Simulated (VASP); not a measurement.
# SnO2 (R-3m) in VASP: a series of runs

SnO2 is run at these levels: PBEsol; tasks: single point.

All numbers are computed with VASP 6.6.1; they aren't measurements. Logs are shortened: lines on timing, memory, paths and dates and some standing lists are left out, and cuts for length are marked.

**1. The cell of the first run**

It takes space group R-3m (No. 166, trigonal). The conventional cell has a = 3.123 Å, b = 3.123 Å, c = 12.868 Å, α = 90.00°, β = 90.00°, γ = 120.00°. Sn (site symmetry -3m) has 6 O at 2.04 Å within 2.7 Å. Within 2.7 Å of O (site symmetry 3m) lie 3 Sn at 2.04 Å and 3 O at 2.64 Å.

**2. Single point, PBEsol**

INCAR

```
SYSTEM = SnO2
PREC = Accurate
ENCUT = 520
EDIFF = 1E-6
ISMEAR = 0
SIGMA = 0.05
LREAL = .False.
LASPH = .True.
NELM = 60
ALGO = Normal
ISIF = 2
LWAVE = .False.
LCHARG = .False.
GGA = PS
NBANDS = 20
```

KPOINTS

```
regular mesh
0
Gamma
  12 12 12
  0 0 0
```

POSCAR

```
SnO2
1.0
    1.5613801911      0.9014632736      4.2894384516
   -1.5613801911      0.9014632736      4.2894384516
    0.0000000000     -1.8029265473      4.2894384516
Sn O
1 2
Direct
    0.5000000000      0.5000000000      0.5000000000
    0.2414378084      0.2414378084      0.2414378084
    0.7585621916      0.7585621916      0.7585621916
```

Potentials or basis: VASP PAW PBE potentials, release 64 (Sn_d, O).

On the command line:

```
> cat potpaw_PBE.64/Sn_d/POTCAR potpaw_PBE.64/O/POTCAR > POTCAR
> mpirun -np 1 vasp_std > vasp.out
```

OUTCAR:

```text
SYSTEM = SnO2
   PREC = Accurate
   ENCUT = 520
   EDIFF = 1E-6
   ISMEAR = 0
   LREAL = .False.
   LASPH = .True.
   NELM = 60
   ISIF = 2
   GGA = PS

 ion  position               nearest neighbor table
   1  0.500  0.500  0.500-   2 2.04   2 2.04   3 2.04   3 2.04   2 2.04   3 2.04
   2  0.241  0.241  0.241-   1 2.04   1 2.04   1 2.04
   3  0.759  0.759  0.759-   1 2.04   1 2.04   1 2.04

  LATTYP: Found a trigonal (rhomboedric) cell.
 ALAT       =     4.6529373910
 COS(alpha) =     0.7747872837

  Lattice vectors:

 A1 = (   1.5613801911,   0.9014632736,   4.2894384516)
 A2 = (  -1.5613801911,   0.9014632736,   4.2894384516)
 A3 = (   0.0000000000,  -1.8029265473,   4.2894384516)

Analysis of symmetry for initial positions (statically):
=====================================================================
 Subroutine PRICEL returns:
 Original cell was already a primitive cell.

 Routine SETGRP: Setting up the symmetry group for a
 trigonal (rhombohedral) supercell.

 Subroutine GETGRP returns: Found 12 space group operations
 (whereof 12 operations were pure point group operations)
 out of a pool of 12 trial point group operations.

The static configuration has the point symmetry D_3d.

Analysis of symmetry for dynamics (positions and initial velocities):
=====================================================================
 Subroutine PRICEL returns:
 Original cell was already a primitive cell.

 Routine SETGRP: Setting up the symmetry group for a
 trigonal (rhombohedral) supercell.

 Subroutine GETGRP returns: Found 12 space group operations
 (whereof 12 operations were pure point group operations)
 out of a pool of 12 trial point group operations.

The dynamic configuration has the point symmetry D_3d.

 Subroutine INISYM returns: Found 12 space group operations
 (whereof 12 operations are pure point group operations),
 and found     1 'primitive' translations

----------------------------------------------------------------------------------------

                                     Primitive cell

  volume of cell :      36.2250

  direct lattice vectors                    reciprocal lattice vectors
     1.561380191  0.901463274  4.289438452     0.320229501  0.184884589  0.077710250
    -1.561380191  0.901463274  4.289438452    -0.320229501  0.184884589  0.077710250
     0.000000000 -1.802926547  4.289438452     0.000000000 -0.369769178  0.077710250

  length of vectors
     4.652937391  4.652937391  4.652937391     0.377846699  0.377846699  0.377846699

  position of ions in fractional coordinates (direct lattice)
     0.500000000  0.500000000  0.500000000
     0.241437808  0.241437808  0.241437808
     0.758562192  0.758562192  0.758562192

  ion indices of the primitive-cell ions
   primitive index   ion index
                 1           1
                 2           2
                 3           3

----------------------------------------------------------------------------------------

 KPOINTS: regular mesh

Automatic generation of k-mesh.
 Grid dimensions read from file:
 generate k-points for:   12   12   12

 Generating k-lattice:

  Cartesian coordinates                     Fractional coordinates (reciprocal lattice)
     0.026685792  0.015407049  0.006475854     0.083333333 -0.000000000 -0.000000000
    -0.026685792  0.015407049  0.006475854    -0.000000000  0.083333333 -0.000000000
     0.000000000 -0.030814098  0.006475854     0.000000000  0.000000000  0.083333333

  Length of vectors
     0.031487225  0.031487225  0.031487225

  Shift w.r.t. Gamma in fractional coordinates (k-lattice)
     0.000000000  0.000000000  0.000000000

 Subroutine IBZKPT returns following result:
 ===========================================

 Found    189 irreducible k-points:

 Following reciprocal coordinates:
            Coordinates               Weight
  0.000000  0.000000  0.000000      1.000000
  0.083333  0.000000  0.000000      6.000000
  0.166667  0.000000  0.000000      6.000000
  0.250000 -0.000000  0.000000      6.000000
  0.333333  0.000000  0.000000      6.000000
  0.416667  0.000000  0.000000      6.000000
[... 16 lines left out ...]
  0.500000  0.166667 -0.000000     12.000000
 -0.416667  0.166667  0.000000     12.000000
 [... further k-points ...]
   k-points           NKPTS =    189   k-points in BZ     NKDIM =    189   number of bands    NBANDS=     20
   number of dos      NEDOS =    301   number of ions     NIONS =      3
   total plane-waves  NPLWV =  46656
   dimension x,y,z NGX =    36 NGY =   36 NGZ =   36
   dimension x,y,z NGXF=    72 NGYF=   72 NGZF=   72
   ions per type =               1   2
   NGX,Y,Z   is equivalent  to a cutoff of  12.86, 12.86, 12.86 a.u.
   NGXF,Y,Z  is equivalent  to a cutoff of  25.73, 25.73, 25.73 a.u.
 SYSTEM =  SnO2
   PREC   = accura    normal or accurate (medium, high low for compatibility)
   ISTART =      0    job   : 0-new  1-cont  2-samecut
   ICHARG =      2    charge: 1-file 2-atom 10-const
   ISPIN  =      1    spin polarized calculation?
   LNONCOLLINEAR =      F non collinear calculations
   LSORBIT =      F    spin-orbit coupling
   LASPH  =      T    aspherical Exc in radial PAW
   ENCUT  =  520.0 eV  38.22 Ry    6.18 a.u.   8.65  8.65  8.65*2*pi/ulx,y,z
   NELM   =     60;   NELMIN=  2; NELMDL= -5     # of ELM steps
   EDIFF  = 0.1E-05   stopping-criterion for ELM
   LREAL  =      F    real-space projection
   EDIFFG = 0.1E-04   stopping-criterion for IOM
   NSW    =      0    number of steps for IOM
   IBRION =     -1    ionic relax: 0-MD 1-quasi-New 2-CG
   NFREE  =      0    steps in history (QN), initial steepest desc. (CG)
   ISIF   =      2    stress and relaxation
   ISYM   =      2    0-nonsym 1-usesym 2-fastsym
   POTIM  = 0.5000    time-step for ionic-motion
   TEBEG  =    0.0;   TEEND  =   0.0 temperature during run
   PSTRESS=    0.0 pullay stress
   NELECT =      26.0000    total number of electrons
   NUPDOWN=      -1.0000    fix difference up-down
   EMIN   =  10.00;   EMAX   =-10.00  energy-range for DOS
   EFERMI =   0.00;   METHOD = LEGACY
   ISMEAR =     0;   SIGMA  =   0.05  broadening in eV -4-tet -1-fermi 0-gaus
   EFERMI_NEDOS =   21; number of points for ismear=-14 and -15
   IALGO  =     38    algorithm
   IMIX   =      4    mixing-type and parameters
     AMIX     =   0.40;   BMIX     =  1.00
     AMIX_MAG =   1.60;   BMIX_MAG =  1.00
  volume/ion in A,a.u.               =      12.07        81.49
  Fermi-wavevector in a.u.,A,eV,Ry     =   1.465761  2.769887 29.231507  2.148455
  Thomas-Fermi vector in A             =   2.581579
   LORBIT       =      0    0 simple, 1 ext, 2 COOP (PROOUT), +10 PAW based schemes
   GGA     = PS    functional components
   LHFCALC =     F    Hartree Fock is set to
   AEXX    =    0.0000 exact exchange contribution
   IVDW    =     0    specifies the selected vdW correction
   LEPSILON=     F    determine dielectric tensor
   LRPA    =     F    only Hartree local field effects (RPA)
 non-spin polarized calculation
 Gauss-broadening in eV      SIGMA  =   0.05
  energy-cutoff  :      520.00
  volume of cell :       36.22
 maximum number of plane-waves:       991
   NGX = 17   NGY = 17   NGZ = 17

 number of electron      26.0000005 magnetization

 Free energy of the ion-electron system (eV)
  ---------------------------------------------------
  ext. energy  EPLUGINS =         0.00000000
  ---------------------------------------------------
  free energy    TOTEN  =       -19.14701049 eV

  energy without entropy =      -19.14701049  energy(sigma->0) =      -19.14701049

 E-fermi :   5.7093     XC(G=0): -11.3184

 val. band max:        5.4117378616   @ k =   0.5000   0.5000  -0.0000
 cond. band min:       7.8138752236   @ k =   0.0000   0.0000   0.0000
 fundamental gap:      2.4021373619
 Fermi energy:         5.7093376496

 k-point     1 :       0.0000    0.0000    0.0000
  band No.  band energies     occupation
      1     -14.8714      2.00000
      2     -14.3163      2.00000
      3     -14.3163      2.00000
      4     -13.9917      2.00000
      5     -13.9917      2.00000
      6     -13.1255      2.00000
[... 12 lines left out ...]
     19      23.0801      0.00000
     20      23.0802      0.00000

 k-point     2 :       0.0833    0.0000    0.0000
  band No.  band energies     occupation
      1     -14.8113      2.00000
      2     -14.4065      2.00000
      3     -14.2947      2.00000
      4     -14.0172      2.00000
      5     -13.9930      2.00000
      6     -13.0918      2.00000
[... 12 lines left out ...]
     19      21.5155      0.00000
     20      23.0862      0.00000

 k-point     3 :       0.1667    0.0000    0.0000
  band No.  band energies     occupation
      1     -14.7620      2.00000
      2     -14.5296      2.00000
      3     -14.2398      2.00000
      4     -14.0591      2.00000
      5     -13.9915      2.00000
      6     -12.9746      2.00000
[... 12 lines left out ...]
     19      20.2556      0.00000
     20      23.1610      0.00000

 k-point     4 :       0.2500   -0.0000    0.0000
  band No.  band energies     occupation
      1     -15.0166      2.00000
      2     -14.3565      2.00000
      3     -14.1828      2.00000
      4     -14.0896      2.00000
      5     -13.9695      2.00000
      6     -12.7472      2.00000
[... 12 lines left out ...]
     19      19.7294      0.00000
     20      23.2937      0.00000

 k-point     5 :       0.3333    0.0000    0.0000
  band No.  band energies     occupation
      1     -15.2727      2.00000
      2     -14.2275      2.00000
      3     -14.1563      2.00000
      4     -14.0588      2.00000
      5     -13.9145      2.00000
      6     -12.4128      2.00000
[... 12 lines left out ...]
     19      19.5613      0.00000
     20      21.7440      0.00000
[... 353 lines left out ...]
      6     -12.4637      2.00000
[... 12 lines left out ...]
     19      19.7636      0.00000
     20      21.8155      0.00000

 k-point    22 :       0.4167    0.1667    0.0000
  band No.  band energies     occupation
      1     -15.1840      2.00000
      2     -14.5213      2.00000
      3     -14.1331      2.00000
      4     -14.0663      2.00000
      5     -13.8982      2.00000
      6     -11.9794      2.00000
[... 12 lines left out ...]
     19      20.1960      0.00000
     20      20.8391      0.00000

 k-point    23 :       0.5000    0.1667   -0.0000
  band No.  band energies     occupation
      1     -15.3097      2.00000
      2     -14.5005      2.00000
      3     -14.1571      2.00000
      4     -14.0076      2.00000
      5     -13.8995      2.00000
      6     -11.5075      2.00000
[... 12 lines left out ...]
     19      20.0790      0.00000
     20      20.6652      0.00000

 k-point    24 :      -0.4167    0.1667    0.0000
  band No.  band energies     occupation
      1     -15.3528      2.00000
      2     -14.4939      2.00000
      3     -14.1665      2.00000
      4     -13.9486      2.00000
      5     -13.9373      2.00000
      6     -11.3142      2.00000
[... 12 lines left out ...]
     19      19.6857      0.00000
     20      20.8540      0.00000

 [... further k-points ...]

------------------------ aborting loop because EDIFF is reached ----------------------------------------

  FORCE on cell =-STRESS in cart. coord.  units (eV):
  Direction    XX          YY          ZZ          XY          YZ          ZX
  --------------------------------------------------------------------------------------
  -------------------------------------------------------------------------------------
  Total        4.9018192      4.9018192      2.4496782      0.0000000     -0.0000000      0.0000000
  in kB      216.8000980    216.8000980    108.3455845      0.0000000     -0.0000000      0.0000000
  external PRESSURE =     180.6485935 kB  Pullay stress =       0.0000000 kB

 VOLUME and BASIS-vectors are now :
 -----------------------------------------------------------------------------
  energy-cutoff  :      520.00
  volume of cell :       36.22
      direct lattice vectors                 reciprocal lattice vectors
     1.561380191  0.901463274  4.289438452     0.320229501  0.184884589  0.077710250
    -1.561380191  0.901463274  4.289438452    -0.320229501  0.184884589  0.077710250
     0.000000000 -1.802926547  4.289438452     0.000000000 -0.369769178  0.077710250

 POSITION                                       TOTAL-FORCE (eV/Angst)
 -----------------------------------------------------------------------------------
      0.00000     -0.00000      6.43416         0.000000     -0.000000     -0.000000
      0.00000     -0.00000      3.10690         0.000000     -0.000000      1.113488
      0.00000     -0.00000      9.76142         0.000000      0.000000     -1.113488
 -----------------------------------------------------------------------------------
    total drift:                                0.000000     -0.000000      0.000000

  FREE ENERGIE OF THE ION-ELECTRON SYSTEM (eV)
  ---------------------------------------------------
  free  energy   TOTEN  =       -19.1470104898 eV

  energy  without entropy=      -19.1470104898  energy(sigma->0) =      -19.14701049
```

Run time: 95 s. Hardware: 1 thread of Intel Xeon 6975P-C (Granite Rapids), shared host; peak memory 0.28 GiB.

What came out:

```
Free energy            : -19.1470 eV
Pressure               : 18.1 GPa
Largest force          : 1.113 eV/Å
Band gap on the k mesh : 2.40 eV, indirect (least direct gap 2.52 eV)
```

Forces in eV/Å, atoms in the order of the input:
```
Sn   0.000  0.000  0.000
O    0.000  0.000  1.113
O    0.000  0.000 -1.113
```

Levels at points of the mesh, in eV from the valence-band top:
```
           k point  band 10  band 11  band 12  band 13  band 14  band 15  band 16  band 17
(0.00, 0.00, 0.00)    -1.57    -1.09    -1.09    -0.12     2.40     5.90    11.62    11.62
(0.50, 0.00, 0.00)    -3.49    -1.97    -1.02    -0.80     6.35     8.35    10.57    12.94
(0.50, 0.50, 0.00)    -3.72    -1.26    -0.46     0.00     5.76     7.25    11.60    11.75
(0.50, 0.50, 0.50)    -1.73    -1.73    -0.97    -0.97     4.23     6.25    12.05    12.05
```

Caveat: the PAW data sets were made with another functional, which shifts forces and pressure a little; spin-orbit coupling is left out, which moves the levels of the heavy elements. A k mesh can miss the band edges.

**3. Single point, PBEsol**

This run uses another cell than the first one, of 12.43 Å³/atom, 1.029 times its volume.

INCAR

```
ALGO     = Normal         # electronic algorithm
EDIFF    = 1E-7           # SCF threshold, eV
ENCUT    = 520            # plane-wave cutoff, eV
GGA      = PS             # functional
ISIF     = 2              # what is computed and relaxed
ISMEAR   = 0              # smearing method
LASPH    = True           # aspherical terms in the spheres
LCHARG   = False          # write CHGCAR
LREAL    = False          # projectors in reciprocal space
LWAVE    = False          # write WAVECAR
NBANDS   = 20             # bands
NELM     = 60             # most SCF steps
PREC     = Accurate       # precision mode
SIGMA    = 0.05           # smearing width, eV
```

KPOINTS

```
k-points
0
Gamma
  12 12 12
```

POSCAR

```
SnO2
1.0
    1.5763225363      0.9100902406      4.3304882037
   -1.5763225363      0.9100902406      4.3304882037
    0.0000000000     -1.8201804813      4.3304882037
Sn O
1 2
Direct
    0.5000000000      0.5000000000      0.5000000000
    0.2223917300      0.2223917300      0.2223917300
    0.7776082700      0.7776082700      0.7776082700
```

Potentials or basis: VASP PAW PBE potentials, release 64 (Sn_d, O).

On the command line:

```
> cat potpaw_PBE.64/Sn_d/POTCAR potpaw_PBE.64/O/POTCAR > POTCAR
> mpirun -np 1 vasp_std > vasp.out
```

Run time: 92 s. Hardware: 1 thread of Intel Xeon 6975P-C (Granite Rapids), shared host; peak memory 0.29 GiB.

The run converged. Its results:

```yaml
Free_energy: -17.8065 eV
Pressure: 46.7 GPa
Largest_force: 5.210 eV/Å
Band_gap_on_the_k_mesh: 2.78 eV, indirect (least direct gap 4.05 eV)
```

Forces in eV/Å, atoms in the order of the input:
```
Sn   0.000  0.000  0.000
O    0.000  0.000  5.210
O    0.000  0.000 -5.210
```

Stress tensor (GPa, compression positive):
```
54.83  0.00  0.00
 0.00 54.83  0.00
 0.00  0.00 30.55
```

Levels at points of the mesh, in eV from the valence-band top:
```tsv
k point	band 11	band 12	band 13	band 14	band 15	band 16
(0.00, 0.00, 0.00)	-1.52	-1.52	-1.28	2.78	7.04	11.72
(0.50, 0.00, 0.00)	-1.21	-0.91	-0.25	7.33	8.46	9.34
(0.50, 0.50, 0.00)	-0.78	-0.33	-0.11	7.01	7.22	10.05
(0.50, 0.50, 0.50)	-2.04	-1.49	-1.49	4.38	6.66	11.81
```

Caveat: the PAW data sets were made with another functional, which shifts forces and pressure a little; spin-orbit coupling is left out, which moves the levels of the heavy elements. PBEsol gaps usually lie below the measured ones, often by a third to a half.

**4. Single point, PBEsol**

This run uses another cell than the first one, of 12.43 Å³/atom, 1.029 times its volume.

INCAR

```
SYSTEM = SnO2
PREC = Accurate
ENCUT = 520
EDIFF = 1E-6
ISMEAR = 0
SIGMA = 0.05
LREAL = .False.
LASPH = .True.
NELM = 80
ALGO = Normal
ISIF = 2
LWAVE = .False.
LCHARG = .False.
GGA = PS
NBANDS = 20
```

KPOINTS

```
regular mesh
0
Gamma
  12 12 12
  0 0 0
```

POSCAR

```
SnO2
1.0
    1.5763225363      0.9100902406      4.3304882037
   -1.5763225363      0.9100902406      4.3304882037
    0.0000000000     -1.8201804813      4.3304882037
Sn O
1 2
Direct
    0.5000000000      0.5000000000      0.5000000000
    0.2350891156      0.2350891156      0.2350891156
    0.7649108844      0.7649108844      0.7649108844
```

On the command line:

```
> cat potpaw_PBE.64/Sn_d/POTCAR potpaw_PBE.64/O/POTCAR > POTCAR
> mpirun -np 1 vasp_std > vasp.out
```

Wall time 70 s (1 thread of Intel Xeon 6975P-C (Granite Rapids), shared host); peak memory 0.28 GiB.

It converged, with:

```yaml
Free_energy: -19.0107 eV
Pressure: 21.4 GPa
Largest_force: 2.135 eV/Å
Band_gap_on_the_k_mesh: 2.50 eV, indirect (least direct gap 2.82 eV)
```

Forces on the atoms (eV/Å):
```
Sn   0.000  0.000  0.000
O    0.000  0.000  2.135
O    0.000  0.000 -2.135
```

Stress tensor (GPa, compression positive):
```
24.26  0.00  0.00
 0.00 24.26  0.00
 0.00  0.00 15.69
```

Levels at points of the mesh, in eV from the valence-band top:
| k point | band 11 | band 12 | band 13 | band 14 | band 15 | band 16 |
| --- | --- | --- | --- | --- | --- | --- |
| (0.00, 0.00, 0.00) | -1.15 | -1.15 | -0.32 | 2.50 | 6.19 | 11.60 |
| (0.50, 0.00, 0.00) | -1.61 | -0.83 | -0.59 | 6.58 | 8.54 | 10.11 |
| (0.50, 0.50, 0.00) | -1.04 | -0.35 | -0.01 | 6.10 | 7.40 | 11.20 |
| (0.50, 0.50, 0.50) | -1.75 | -1.07 | -1.07 | 4.16 | 6.39 | 11.99 |

Caveat: the PAW data sets were made with another functional, which shifts forces and pressure a little; spin-orbit coupling is left out, which moves the levels of the heavy elements. A k mesh can miss the band edges.

[end of part 1 of 2]
